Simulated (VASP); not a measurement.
# Na2S (Fm-3m) in VASP: further runs, part 2 of 2

VASP 6.6.1. Earlier steps stand in the parts before.

### 3 Relaxation of cell and atoms, PBEsol, target pressure 15 GPa, at which the enthalpy is minimised

INCAR

```
SYSTEM = Na2S
PREC = Accurate
ENCUT = 500
EDIFF = 1E-7
ISMEAR = 0
SIGMA = 0.01
LREAL = .False.
LASPH = .True.
NELM = 120
ALGO = Normal
ISIF = 3
LWAVE = .False.
LCHARG = .False.
GGA = PS
IBRION = 2
NSW = 100
EDIFFG = -0.002
PSTRESS = 150.0
GGA_COMPAT = .False.
NELMIN = 4
```

KPOINTS

```
Automatic mesh
0
Gamma
  6 6 6
  0 0 0
```

POSCAR

```
Na2S
1.0
    3.2506226757      3.2506226757      0.0000000000
   -3.2506226757      3.2506226757      0.0000000000
    0.0000000000      3.2506226757      3.2506226757
Na S
2 1
Direct
    0.2500000000      0.7500000000      0.5000000000
    0.7500000000      0.2500000000      0.5000000000
    0.0000000000      0.0000000000      0.0000000000
```

Potentials or basis: VASP PAW PBE potentials, release 64 (Na_pv, S).

Run with:

```sh
$ cat potpaw_PBE.64/Na_pv/POTCAR potpaw_PBE.64/S/POTCAR > POTCAR
$ mpirun -np 1 vasp_std > vasp.out
```

OUTCAR:

```text
SYSTEM = Na2S
   PREC = Accurate
   ENCUT = 500
   EDIFF = 1E-7
   ISMEAR = 0
   LREAL = .False.
   LASPH = .True.
   NELM = 120
   ISIF = 3
   GGA = PS
   IBRION = 2
   NSW = 100
   EDIFFG = -0.002
   PSTRESS = 150.0
   NELMIN = 4

 ion  position               nearest neighbor table
   1  0.250  0.750  0.500-
   2  0.750  0.250  0.500-
   3  0.000  0.000  0.000-

  LATTYP: Found a face centered cubic cell.
 ALAT       =     6.5012453514

  Lattice vectors:

 A1 = (   0.0000000000,   3.2506226757,   3.2506226757)
 A2 = (   3.2506226757,   0.0000000000,   3.2506226757)
 A3 = (   3.2506226757,   3.2506226757,   0.0000000000)

Analysis of symmetry for initial positions (statically):
=====================================================================
 Subroutine PRICEL returns:
 Original cell was already a primitive cell.

 Routine SETGRP: Setting up the symmetry group for a
 face centered cubic supercell.

 Subroutine GETGRP returns: Found 48 space group operations
 (whereof 48 operations were pure point group operations)
 out of a pool of 48 trial point group operations.

The static configuration has the point symmetry O_h .

Analysis of symmetry for dynamics (positions and initial velocities):
=====================================================================
 Subroutine PRICEL returns:
 Original cell was already a primitive cell.

 Routine SETGRP: Setting up the symmetry group for a
 face centered cubic supercell.

 Subroutine GETGRP returns: Found 48 space group operations
 (whereof 48 operations were pure point group operations)
 out of a pool of 48 trial point group operations.

The dynamic configuration has the point symmetry O_h .

 Subroutine INISYM returns: Found 48 space group operations
 (whereof 48 operations are pure point group operations),
 and found     1 'primitive' translations

----------------------------------------------------------------------------------------

[... 107 lines left out ...]
  Fermi-wavevector in a.u.,A,eV,Ry     =   1.085030  2.050409 16.017994  1.177289
  Thomas-Fermi vector in A             =   2.221134
   LORBIT       =      0    0 simple, 1 ext, 2 COOP (PROOUT), +10 PAW based schemes
   GGA     = PS    functional components
   LHFCALC =     F    Hartree Fock is set to
   AEXX    =    0.0000 exact exchange contribution
   IVDW    =     0    specifies the selected vdW correction
   LEPSILON=     F    determine dielectric tensor
   LRPA    =     F    only Hartree local field effects (RPA)
 conjugate gradient relaxation of ions
 non-spin polarized calculation
 Gauss-broadening in eV      SIGMA  =   0.01
  energy-cutoff  :      500.00
  volume of cell :       68.70
 maximum number of plane-waves:      1807
 NGX is ok and might be reduce to    36
   NGX = 17   NGY = 17   NGZ = 17

--------------------------------------- Ionic step        1  -------------------------------------------

 number of electron      19.9999984 magnetization

 Free energy of the ion-electron system (eV)
  ---------------------------------------------------
  ext. energy  EPLUGINS =         0.00000000
  ---------------------------------------------------
  free energy    TOTEN  =       -10.37480999 eV

  energy without entropy =      -10.37480999  energy(sigma->0) =      -10.37480999

 E-fermi :   0.2664     XC(G=0):  -8.0234

 val. band max:        0.1904567550   @ k =   0.0000   0.0000   0.0000
 cond. band min:       2.6139496490   @ k =   0.0000   0.0000   0.0000
 fundamental gap:      2.4234928940
 Fermi energy:         0.2664165155

 k-point     1 :       0.0000    0.0000    0.0000
  band No.  band energies     occupation
      1     -21.8389      2.00000
      2     -21.8389      2.00000
      3     -21.8389      2.00000
      4     -21.7806      2.00000
      5     -21.7806      2.00000
      6     -21.7806      2.00000
      7      -9.9637      2.00000
      8       0.1905      2.00000
      9       0.1905      2.00000
     10       0.1905      2.00000
     11       2.6139      0.00000
     12       7.9140      0.00000
     13       7.9140      0.00000
     14       7.9140      0.00000
[... 365 lines left out ...]
  energy  without entropy=       -9.7603866471  energy(sigma->0) =       -9.76038665

  enthalpy is  TOTEN    =        -4.8811499173 eV   P V=        4.8792367297

[... ionic steps 4 to 13 ...]

--------------------------------------- Ionic step       14  -------------------------------------------

 number of electron      20.0000005 magnetization

------------------------ aborting loop because EDIFF is reached ----------------------------------------
[... 73 lines left out ...]
--------------------------------------- Ionic step       16  -------------------------------------------

 number of electron      20.0000004 magnetization

 Free energy of the ion-electron system (eV)
  ---------------------------------------------------
  ext. energy  EPLUGINS =         0.00000000
  ---------------------------------------------------
  free energy    TOTEN  =        -9.76567110 eV

  energy without entropy =       -9.76567110  energy(sigma->0) =       -9.76567110

 E-fermi :   1.6698     XC(G=0):  -9.1461

 val. band max:        1.6277942398   @ k =   0.0000   0.0000   0.0000
 cond. band min:       5.0765800928   @ k =   0.0000   0.0000   0.0000
 fundamental gap:      3.4487858530
 Fermi energy:         1.6698274998

 k-point     1 :       0.0000    0.0000    0.0000
  band No.  band energies     occupation
      1     -19.9816      2.00000
      2     -19.9816      2.00000
      3     -19.9816      2.00000
      4     -19.8468      2.00000
      5     -19.8468      2.00000
      6     -19.8468      2.00000
      7      -9.0206      2.00000
      8       1.6278      2.00000
      9       1.6278      2.00000
     10       1.6278      2.00000
     11       5.0766      0.00000
     12      10.3248      0.00000
     13      10.3248      0.00000
     14      10.3248      0.00000
[... 287 lines left out ...]
  energy  without entropy=       -9.7656710978  energy(sigma->0) =       -9.76567110

  enthalpy is  TOTEN    =        -4.8811631022 eV   P V=        4.8845079956

 reached required accuracy - stopping structural energy minimisation
```

Wall time 93 s (1 thread of Intel Xeon Platinum 8559C (Emerald Rapids), shared host); peak memory 0.2 GiB.

What came out:

```yaml
Free_energy: -9.7657 eV
Relaxed_volume: 17.39 Å³/atom
Relaxed_cell: a = 4.194 Å, b = 4.194 Å, c = 4.194 Å, α = 60.00°, β = 60.00°, γ = 90.00°
Space_group_after_relaxing_to_0.1_Å: Fm-3m (No. 225)
Energy_change_on_relaxing_the_run_minimises_the_enthalpy: +203.0 meV/atom
Ionic_steps: 16
Pressure_after_relaxing: 15.0 GPa
Band_gap_on_the_k_mesh: 3.45 eV
```

The path:
```
step  energy change (eV)  largest force (eV/Å)  pressure (GPa)  volume (Å³)
   1              0.0000                0.0000            0.05        68.70
   2              0.8914                0.0000           19.87        49.56
   3              0.6144                0.0000           15.09        52.12
   4              0.5864                0.0000           14.59        52.42
   5              0.5871                0.0000           14.60        52.41
   6              0.5889                0.0000           14.64        52.39
   7              0.5890                0.0000           14.63        52.39
   8              0.5890                0.0000           14.63        52.39
   9              0.5892                0.0000           14.64        52.39
  10              0.5895                0.0000           14.64        52.39
  11              0.5900                0.0000           14.66        52.38
  12              0.5912                0.0000           14.68        52.37
  13              0.5934                0.0000           14.72        52.34
  14              0.5980                0.0000           14.79        52.29
  15              0.6072                0.0000           14.96        52.19
  16              0.6091                0.0000           15.00        52.17
```

Final structure:
```
Na S
1.0
     2.96576    2.96576    0.00000
    -2.96576    2.96576    0.00000
     0.00000    2.96576    2.96576
Na S
2 1
Cartesian
  -1.4829 4.4486 1.4829
  1.4829 4.4486 1.4829
  0.0000 0.0000 0.0000
```

Caveat: the cell is relaxed towards a set pressure, so the run minimises the enthalpy, not the energy; the volume moved by over 15 % at a fixed basis, so the end points are rough; the PAW data sets were made with another functional, which shifts forces and pressure a little. A k mesh can miss the band edges.

### 4 Single point, PBEsol

INCAR

```
PREC = Accurate
ENCUT = 500
EDIFF = 1E-6
ISMEAR = -1
SIGMA = 0.05
LREAL = F
LASPH = T
NELM = 120
ALGO = Normal
ISIF = 2
LWAVE = F
LCHARG = F
GGA = PS
NBANDS = 17
GGA_COMPAT = F
```

KPOINTS

```
regular mesh
0
Gamma
  10 10 10
```

POSCAR is that of step 3.

Potentials or basis: VASP PAW PBE potentials, release 64 (Na_pv, S).

Run with:

```sh
$ cat potpaw_PBE.64/Na_pv/POTCAR potpaw_PBE.64/S/POTCAR > POTCAR
$ mpirun -np 1 vasp_std > vasp.out
```

OUTCAR:

```text
PREC = Accurate
   ENCUT = 500
   EDIFF = 1E-6
   ISMEAR = -1
   LREAL = F
   LASPH = T
   NELM = 120
   ISIF = 2
   GGA = PS

 ion  position               nearest neighbor table
   1  0.250  0.750  0.500-
   2  0.750  0.250  0.500-
   3  0.000  0.000  0.000-

  LATTYP: Found a face centered cubic cell.
 ALAT       =     6.5012453514

  Lattice vectors:

 A1 = (   0.0000000000,   3.2506226757,   3.2506226757)
[... 667 lines left out ...]

------------------------ aborting loop because EDIFF is reached ----------------------------------------

  FORCE on cell =-STRESS in cart. coord.  units (eV):
  Direction    XX          YY          ZZ          XY          YZ          ZX
  --------------------------------------------------------------------------------------
  -------------------------------------------------------------------------------------
  Total        0.0350647      0.0350647      0.0350647      0.0000000      0.0000000     -0.0000000
  in kB        0.8178067      0.8178067      0.8178067      0.0000000      0.0000000     -0.0000000
  external PRESSURE =       0.8178067 kB  Pullay stress =       0.0000000 kB

 VOLUME and BASIS-vectors are now :
 -----------------------------------------------------------------------------
  energy-cutoff  :      500.00
  volume of cell :       68.70
      direct lattice vectors                 reciprocal lattice vectors
     3.250622676  3.250622676  0.000000000     0.153816684  0.153816684 -0.153816684
    -3.250622676  3.250622676  0.000000000    -0.153816684  0.153816684 -0.153816684
     0.000000000  3.250622676  3.250622676     0.000000000  0.000000000  0.307633367

 POSITION                                       TOTAL-FORCE (eV/Angst)
 -----------------------------------------------------------------------------------
     -1.62531      4.87593      1.62531        -0.000000      0.000000     -0.000000
      1.62531      4.87593      1.62531        -0.000000     -0.000000      0.000000
      0.00000      0.00000      0.00000         0.000000     -0.000000      0.000000
 -----------------------------------------------------------------------------------
    total drift:                                0.000000      0.000000      0.000000

  FREE ENERGIE OF THE ION-ELECTRON SYSTEM (eV)
  ---------------------------------------------------
  free  energy   TOTEN  =       -10.3749566325 eV

  energy  without entropy=      -10.3749566325  energy(sigma->0) =      -10.37495663
```

OSZICAR:

```text
N       E                     dE             d eps       ncg     rms          rms(c)
DAV:   1     0.143683180520E+03    0.14368E+03   -0.10108E+04  1598   0.120E+03
DAV:   2    -0.367131536800E+00   -0.14405E+03   -0.13974E+03  1752   0.314E+02
DAV:   3    -0.109609439966E+02   -0.10594E+02   -0.10535E+02  1899   0.856E+01
DAV:   4    -0.111530907522E+02   -0.19215E+00   -0.19198E+00  2023   0.125E+01
DAV:   5    -0.111569485392E+02   -0.38578E-02   -0.38572E-02  2032   0.173E+00    0.342E+00
DAV:   6    -0.104278599153E+02    0.72909E+00   -0.14415E+00  2191   0.610E+00    0.252E+00
DAV:   7    -0.103731370361E+02    0.54723E-01   -0.20631E-01  2026   0.203E+00    0.165E+00
DAV:   8    -0.103746786796E+02   -0.15416E-02   -0.17501E-02  1705   0.105E+00    0.579E-01
DAV:   9    -0.103747967508E+02   -0.11807E-03   -0.36579E-04  2097   0.120E-01    0.639E-01
DAV:  10    -0.103752958081E+02   -0.49906E-03   -0.68756E-04  1677   0.156E-01    0.584E-01
DAV:  11    -0.103750037804E+02    0.29203E-03   -0.10663E-03  1696   0.161E-01    0.267E-01
DAV:  12    -0.103749832571E+02    0.20523E-04   -0.54567E-05  2009   0.446E-02    0.171E-01
DAV:  13    -0.103749560872E+02    0.27170E-04   -0.77821E-05  2082   0.389E-02    0.727E-02
DAV:  14    -0.103749566325E+02   -0.54527E-06   -0.27778E-06  1799   0.107E-02
   1 F= -.10374957E+02 E0= -.10374957E+02  d E =-.256672E-10
```

stdout:

```text
POSCAR found type information on POSCAR NaS
 POSCAR found :  2 types and       3 ions
 scaLAPACK will be used
 -----------------------------------------------------------------------------
|                                                                             |
|                                                                             |
|     You enforced a specific xc type in the INCAR file but a different       |
|     I HOPE YOU KNOW WHAT YOU ARE DOING!                                     |
|                                                                             |
 -----------------------------------------------------------------------------

 LDA part: xc-table for (Slater+PW92), standard interpolation
 POSCAR, INCAR and KPOINTS ok, starting setup
 FFT: planning ... GRIDC
 FFT: planning ... GRID_SOFT
 FFT: planning ... GRID
 WAVECAR not read
 entering main loop
```

Run time: 29 s. Hardware: 1 thread of Intel Xeon Platinum 8559C (Emerald Rapids), shared host; peak memory 0.2 GiB.

What came out:

| Property | Result |
| --- | --- |
| Free energy | -10.3750 eV |
| Pressure | 0.1 GPa |
| Band gap on the k mesh | 2.43 eV |

Caveat: the PAW data sets were made with another functional, which shifts forces and pressure a little.

### 5 The runs side by side

| task | cell | k mesh | smearing | gap on the mesh (eV) | pressure (GPa) |
| --- | --- | --- | --- | --- | --- |
| relaxation of cell and atoms | relaxed to 10 GPa from a = 4.597 Å, angles 60.0, 60.0, 90.0°, 3 atoms | 6 × 6 × 6 | gaussian 0.01 eV | 3.18 | 10.0 |
| relaxation of cell and atoms | relaxed to 15 GPa from a = 4.597 Å, angles 60.0, 60.0, 90.0°, 3 atoms | 6 × 6 × 6 | gaussian 0.01 eV | 3.45 | 15.0 |
| single point | a = 4.597 Å, angles 60.0, 60.0, 90.0°, 3 atoms | 10 × 10 × 10 | fermi-dirac 0.05 eV | 2.43 | 0.1 |

Alike in all rows: level PBEsol; potentials or basis VASP PAW PBE potentials, release 64 (Na_pv, S); no spin polarisation; cutoff (eV) 500.

Caveats: the PAW data sets were made with another functional, which shifts forces and pressure a little; the cell is relaxed towards a set pressure, so the run minimises the enthalpy, not the energy (at least some runs); the volume moved by over 15 % at a fixed basis, so the end points are rough (at least some runs).

Absolute energies hang on the potentials; compare differences alone.
